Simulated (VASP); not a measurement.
Input of a VASP 6.6.1 run:

Contents of INCAR:

```
SYSTEM = Al
PREC = Accurate
ENCUT = 520
EDIFF = 1E-8
ISMEAR = -1
SIGMA = 0.05
LREAL = .False.
LASPH = .True.
NELM = 80
ALGO = Normal
ISIF = 2
LWAVE = .False.
LCHARG = .False.
GGA = PS
LEFG = .True.
NBANDS = 8
```

The input KPOINTS:

```
Automatic mesh
0
Gamma
  14 14 14
  0 0 0
```

POSCAR

```
Al
1.0
    0.0000000000      1.9826626923      1.9826626923
    1.9826626923      0.0000000000      1.9826626923
    1.9826626923      1.9826626923      0.0000000000
Al
1
Direct
    0.0000000000      0.0000000000      0.0000000000
```

Potentials or basis: VASP PAW PBE potentials, release 64 (Al).

Command:

```console
$ cat potpaw_PBE.64/Al/POTCAR > POTCAR
$ mpirun -np 1 vasp_std > vasp.out
```

Question: What does it give for the pressure?

Answer: 3.1 GPa.

Caveat: without QUAD_EFG the Cq values of the log hold for a quadrupole moment of 1 mb, not for the nuclei; the PAW data sets were made with another functional, which shifts forces and pressure a little.
